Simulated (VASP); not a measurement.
# Hg2Te3 (P-3m1) in VASP: a series of runs

Runs on Hg2Te3. Level: PBE. Tasks: single point, relaxation of cell and atoms.

All numbers are computed with VASP 6.6.1; they aren't measurements. Logs are shortened: lines on timing, memory, paths and dates and some standing lists are left out, and cuts for length are marked.

## Step 1: The cell of the first run

It takes space group P-3m1 (No. 164, trigonal). Conventional cell: a = 4.254 Å, b = 4.254 Å, c = 9.464 Å, α = 90.00°, β = 90.00°, γ = 120.00°. Hg (site symmetry 3m) has 6 Te at 3.02 to 3.05 Å within 4.0 Å. Within 4.0 Å of Te (site symmetry -3m) lie 6 Hg at 3.05 Å. Within 4.0 Å of Te (site symmetry 3m) lie 3 Hg at 3.02 Å and 3 Te at 3.38 Å.

## Step 2: Single point, PBE

The input, INCAR:

```
PREC = Accurate
ENCUT = 520
EDIFF = 1E-6
ISMEAR = 0
SIGMA = 0.1
LREAL = False
LASPH = True
NELM = 100
ALGO = Normal
ISIF = 2
LWAVE = False
LCHARG = False
GGA = PE
NBANDS = 29
```

The input, KPOINTS:

```
Automatic mesh
0
Gamma
  12 12 4
```

The input, POSCAR:

```
Hg2Te3
1.0
    4.2541124648      0.0000000000      0.0000000000
   -2.1270562324      3.6841694651      0.0000000000
    0.0000000000      0.0000000000      9.4636435428
Hg Te
2 3
Direct
    0.3333333333      0.6666666667      0.1919365033
    0.6666666667      0.3333333333      0.8080634967
    0.0000000000      0.0000000000      0.0000000000
    0.3333333333      0.6666666667      0.6230041340
    0.6666666667      0.3333333333      0.3769958660
```

Potentials or basis: VASP PAW PBE potentials, release 64 (Hg, Te).

The run is started by

```bash
$ cat potpaw_PBE.64/Hg/POTCAR potpaw_PBE.64/Te/POTCAR > POTCAR
$ mpirun -np 1 vasp_std > vasp.out
```

OUTCAR:

```text
PREC = Accurate
   ENCUT = 520
   EDIFF = 1E-6
   ISMEAR = 0
   LREAL = False
   LASPH = True
   NELM = 100
   ISIF = 2
   GGA = PE

 ion  position               nearest neighbor table
   1  0.333  0.667  0.192-   5 3.02   5 3.02   5 3.02   3 3.05   3 3.05   3 3.05
   2  0.667  0.333  0.808-   4 3.02   4 3.02   4 3.02   3 3.05   3 3.05   3 3.05
   3  0.000  0.000  0.000-   1 3.05   2 3.05   2 3.05   1 3.05   2 3.05   1 3.05
   4  0.333  0.667  0.623-   2 3.02   2 3.02   2 3.02   5 3.38   5 3.38   5 3.38
   5  0.667  0.333  0.377-   1 3.02   1 3.02   1 3.02   4 3.38   4 3.38   4 3.38

  LATTYP: Found a hexagonal cell.
 ALAT       =     4.2541124648
 C/A-ratio  =     2.2245870604

  Lattice vectors:

 A1 = (   4.2541124648,   0.0000000000,   0.0000000000)
 A2 = (  -2.1270562324,   3.6841694651,   0.0000000000)
 A3 = (   0.0000000000,   0.0000000000,   9.4636435428)

Analysis of symmetry for initial positions (statically):
=====================================================================
 Subroutine PRICEL returns:
 Original cell was already a primitive cell.

 Routine SETGRP: Setting up the symmetry group for a
 hexagonal supercell.

 Subroutine GETGRP returns: Found 12 space group operations
 (whereof 12 operations were pure point group operations)
 out of a pool of 24 trial point group operations.

The static configuration has the point symmetry D_3d.

Analysis of symmetry for dynamics (positions and initial velocities):
=====================================================================
 Subroutine PRICEL returns:
 Original cell was already a primitive cell.

 Routine SETGRP: Setting up the symmetry group for a
 hexagonal supercell.

 Subroutine GETGRP returns: Found 12 space group operations
 (whereof 12 operations were pure point group operations)
 out of a pool of 24 trial point group operations.

The dynamic configuration has the point symmetry D_3d.

 Subroutine INISYM returns: Found 12 space group operations
 (whereof 12 operations are pure point group operations),
 and found     1 'primitive' translations

----------------------------------------------------------------------------------------

                                     Primitive cell

  volume of cell :     148.3225

  direct lattice vectors                    reciprocal lattice vectors
     4.254112465  0.000000000  0.000000000     0.235066658  0.135715798  0.000000000
    -2.127056232  3.684169465  0.000000000     0.000000000  0.271431597  0.000000000
     0.000000000  0.000000000  9.463643543     0.000000000  0.000000000  0.105667547

  length of vectors
     4.254112465  4.254112465  9.463643543     0.271431597  0.271431597  0.105667547

  position of ions in fractional coordinates (direct lattice)
     0.333333333  0.666666667  0.191936503
     0.666666667  0.333333333  0.808063497
     0.000000000  0.000000000  0.000000000
     0.333333333  0.666666667  0.623004134
     0.666666667  0.333333333  0.376995866

  ion indices of the primitive-cell ions
   primitive index   ion index
                 1           1
                 2           2
                 3           3
                 4           4
                 5           5

----------------------------------------------------------------------------------------

 KPOINTS: Automatic mesh

Automatic generation of k-mesh.
 Grid dimensions read from file:
 generate k-points for:   12   12    4

 Generating k-lattice:

  Cartesian coordinates                     Fractional coordinates (reciprocal lattice)
     0.019588888  0.011309650  0.000000000     0.083333333 -0.000000000  0.000000000
     0.000000000  0.022619300  0.000000000     0.000000000  0.083333333  0.000000000
     0.000000000  0.000000000  0.026416887     0.000000000  0.000000000  0.250000000

  Length of vectors
     0.022619300  0.022619300  0.026416887

  Shift w.r.t. Gamma in fractional coordinates (k-lattice)
     0.000000000  0.000000000  0.000000000

 Subroutine IBZKPT returns following result:
 ===========================================

 Found     69 irreducible k-points:

 Following reciprocal coordinates:
            Coordinates               Weight
  0.000000  0.000000  0.000000      1.000000
  0.083333  0.000000  0.000000      6.000000
  0.166667  0.000000  0.000000      6.000000
  0.250000  0.000000  0.000000      6.000000
  0.333333  0.000000  0.000000      6.000000
  0.416667  0.000000  0.000000      6.000000
[... 16 lines left out ...]
  0.166667  0.000000  0.250000      6.000000
  0.000000  0.166667  0.250000      6.000000
 [... further k-points ...]
   k-points           NKPTS =     69   k-points in BZ     NKDIM =     69   number of bands    NBANDS=     29
   number of dos      NEDOS =    301   number of ions     NIONS =      5
   total plane-waves  NPLWV =  71680
   dimension x,y,z NGX =    32 NGY =   32 NGZ =   70
   dimension x,y,z NGXF=    64 NGYF=   64 NGZF=  140
   ions per type =               2   3
   NGX,Y,Z   is equivalent  to a cutoff of  12.51, 12.51, 12.30 a.u.
   NGXF,Y,Z  is equivalent  to a cutoff of  25.01, 25.01, 24.59 a.u.
 SYSTEM =  unknown system
   PREC   = accura    normal or accurate (medium, high low for compatibility)
   ISTART =      0    job   : 0-new  1-cont  2-samecut
   ICHARG =      2    charge: 1-file 2-atom 10-const
   ISPIN  =      1    spin polarized calculation?
   LNONCOLLINEAR =      F non collinear calculations
   LSORBIT =      F    spin-orbit coupling
   LASPH  =      T    aspherical Exc in radial PAW
   ENCUT  =  520.0 eV  38.22 Ry    6.18 a.u.   7.91  7.91 17.60*2*pi/ulx,y,z
   NELM   =    100;   NELMIN=  2; NELMDL= -5     # of ELM steps
   EDIFF  = 0.1E-05   stopping-criterion for ELM
   LREAL  =      F    real-space projection
   EDIFFG = 0.1E-04   stopping-criterion for IOM
   NSW    =      0    number of steps for IOM
   IBRION =     -1    ionic relax: 0-MD 1-quasi-New 2-CG
   NFREE  =      0    steps in history (QN), initial steepest desc. (CG)
   ISIF   =      2    stress and relaxation
   ISYM   =      2    0-nonsym 1-usesym 2-fastsym
   POTIM  = 0.5000    time-step for ionic-motion
   TEBEG  =    0.0;   TEEND  =   0.0 temperature during run
   PSTRESS=    0.0 pullay stress
   NELECT =      42.0000    total number of electrons
   NUPDOWN=      -1.0000    fix difference up-down
   EMIN   =  10.00;   EMAX   =-10.00  energy-range for DOS
   EFERMI =   0.00;   METHOD = LEGACY
   ISMEAR =     0;   SIGMA  =   0.10  broadening in eV -4-tet -1-fermi 0-gaus
   EFERMI_NEDOS =   21; number of points for ismear=-14 and -15
   IALGO  =     38    algorithm
   IMIX   =      4    mixing-type and parameters
     AMIX     =   0.40;   BMIX     =  1.00
     AMIX_MAG =   1.60;   BMIX_MAG =  1.00
  volume/ion in A,a.u.               =      29.66       200.19
  Fermi-wavevector in a.u.,A,eV,Ry     =   1.075034  2.031520 15.724233  1.155699
  Thomas-Fermi vector in A             =   2.210879
   LORBIT       =      0    0 simple, 1 ext, 2 COOP (PROOUT), +10 PAW based schemes
   GGA     = PE    functional components
   LHFCALC =     F    Hartree Fock is set to
   AEXX    =    0.0000 exact exchange contribution
   IVDW    =     0    specifies the selected vdW correction
   LEPSILON=     F    determine dielectric tensor
   LRPA    =     F    only Hartree local field effects (RPA)
 non-spin polarized calculation
 Gauss-broadening in eV      SIGMA  =   0.10
  energy-cutoff  :      520.00
  volume of cell :      148.32
 maximum number of plane-waves:      4025
   NGX = 15   NGY = 15   NGZ = 35

 number of electron      41.9999999 magnetization

 Free energy of the ion-electron system (eV)
  ---------------------------------------------------
  ext. energy  EPLUGINS =         0.00000000
  ---------------------------------------------------
  free energy    TOTEN  =        -9.33708425 eV

  energy without entropy =       -9.31868146  energy(sigma->0) =       -9.32788285

 E-fermi :   4.7187     XC(G=0):  -9.6821

 val. band max:        4.6975692102   @ k =   0.0833   0.0000   0.5000
 cond. band min:       4.7339060665   @ k =   0.2500   0.0000   0.5000
 fundamental gap:      0.0363368564
 Fermi energy:         4.7187186353

 k-point     1 :       0.0000    0.0000    0.0000
  band No.  band energies     occupation
      1      -7.6635      2.00000
      2      -6.7204      2.00000
      3      -6.0214      2.00000
      4      -2.3756      2.00000
      5      -2.3756      2.00000
      6      -2.2381      2.00000
[... 21 lines left out ...]
     28       9.5079      0.00000
     29      10.2891      0.00000

 k-point     2 :       0.0833    0.0000    0.0000
  band No.  band energies     occupation
      1      -7.6091      2.00000
      2      -6.6961      2.00000
      3      -5.9983      2.00000
      4      -2.3743      2.00000
      5      -2.3666      2.00000
      6      -2.2901      2.00000
[... 21 lines left out ...]
     28       9.7861      0.00000
     29      10.3841      0.00000

 k-point     3 :       0.1667    0.0000    0.0000
  band No.  band energies     occupation
      1      -7.4508      2.00000
      2      -6.6282      2.00000
      3      -5.9400      2.00000
      4      -2.3516      2.00000
      5      -2.3484      2.00000
      6      -2.3336      2.00000
[... 21 lines left out ...]
     28       9.7578      0.00000
     29      10.8830      0.00000

 k-point     4 :       0.2500    0.0000    0.0000
  band No.  band energies     occupation
      1      -7.2053      2.00000
      2      -6.5313      2.00000
      3      -5.8760      2.00000
      4      -2.3772      2.00000
      5      -2.3414      2.00000
      6      -2.2314      2.00000
[... 597 lines left out ...]
     28      10.0162      0.00000
     29      10.5096      0.00000

 k-point    23 :       0.1667    0.0000    0.2500
  band No.  band energies     occupation
      1      -7.3935      2.00000
      2      -6.7954      2.00000
      3      -5.8034      2.00000
      4      -2.3665      2.00000
      5      -2.3580      2.00000
      6      -2.3260      2.00000
[... 21 lines left out ...]
     28      10.1318      0.00000
     29      10.6733      0.00000

 k-point    24 :       0.0000    0.1667    0.2500
  band No.  band energies     occupation
      1      -7.3984      2.00000
      2      -6.7814      2.00000
      3      -5.8178      2.00000
      4      -2.3477      2.00000
      5      -2.3332      2.00000
      6      -2.2855      2.00000
[... 21 lines left out ...]
     28      10.0908      0.00000
     29      10.5731      0.00000

 [... further k-points ...]
[... 5 lines left out ...]
  --------------------------------------------------------------------------------------
  -------------------------------------------------------------------------------------
  Total        0.0687988      0.0687988      0.0657091      0.0000000      0.0000000      0.0000000
  in kB        0.7431639      0.7431639      0.7097891      0.0000000      0.0000000      0.0000000
  external PRESSURE =       0.7320390 kB  Pullay stress =       0.0000000 kB

 VOLUME and BASIS-vectors are now :
 -----------------------------------------------------------------------------
  energy-cutoff  :      520.00
  volume of cell :      148.32
      direct lattice vectors                 reciprocal lattice vectors
     4.254112465  0.000000000  0.000000000     0.235066658  0.135715798  0.000000000
    -2.127056232  3.684169465  0.000000000     0.000000000  0.271431597  0.000000000
     0.000000000  0.000000000  9.463643543     0.000000000  0.000000000  0.105667547

 POSITION                                       TOTAL-FORCE (eV/Angst)
 -----------------------------------------------------------------------------------
     -0.00000      2.45611      1.81642        -0.000000     -0.000000      0.002886
      2.12706      1.22806      7.64722        -0.000000      0.000000     -0.002886
      0.00000      0.00000      0.00000         0.000000      0.000000      0.000000
     -0.00000      2.45611      5.89589         0.000000      0.000000     -0.017666
      2.12706      1.22806      3.56775         0.000000      0.000000      0.017666
 -----------------------------------------------------------------------------------
    total drift:                               -0.000000      0.000000      0.000000

  FREE ENERGIE OF THE ION-ELECTRON SYSTEM (eV)
  ---------------------------------------------------
  free  energy   TOTEN  =        -9.3370842479 eV

  energy  without entropy=       -9.3186814551  energy(sigma->0) =       -9.32788285
```

Run time: 3.6 min. Hardware: 1 thread of Intel Xeon Platinum 8259CL at 2.50GHz (Skylake/Cascade Lake), shared host; peak memory 0.41 GiB.

Results:

```
Free energy            : -9.3371 eV
Pressure               : 0.1 GPa
Largest force          : 0.018 eV/Å
Band gap on the k mesh : zero (band 21 reaches 5.28 eV, above the bottom of band 22 at 3.35 eV)
```

Forces on the atoms (eV/Å):
```
Hg   0.000  0.000  0.003
Hg   0.000  0.000 -0.003
Te   0.000  0.000  0.000
Te   0.000  0.000 -0.018
Te   0.000  0.000  0.018
```

Levels at points of the mesh, in eV from the Fermi level:
```csv
k point,band 19,band 20,band 21,band 22,band 23,band 24
"(0.00, 0.00, 0.00)",-0.44,-0.13,0.44,0.44,0.54,3.36
"(0.50, 0.00, 0.00)",-1.24,-0.97,-0.96,-0.66,-0.33,2.60
"(0.00, 0.00, 0.50)",-0.09,-0.09,0.24,0.24,1.98,2.59
"(0.50, 0.00, 0.50)",-2.00,-1.76,0.57,0.57,0.68,1.20
```

Caveat: spin-orbit coupling is left out, which moves the levels of the heavy elements.

[end of part 1 of 2]
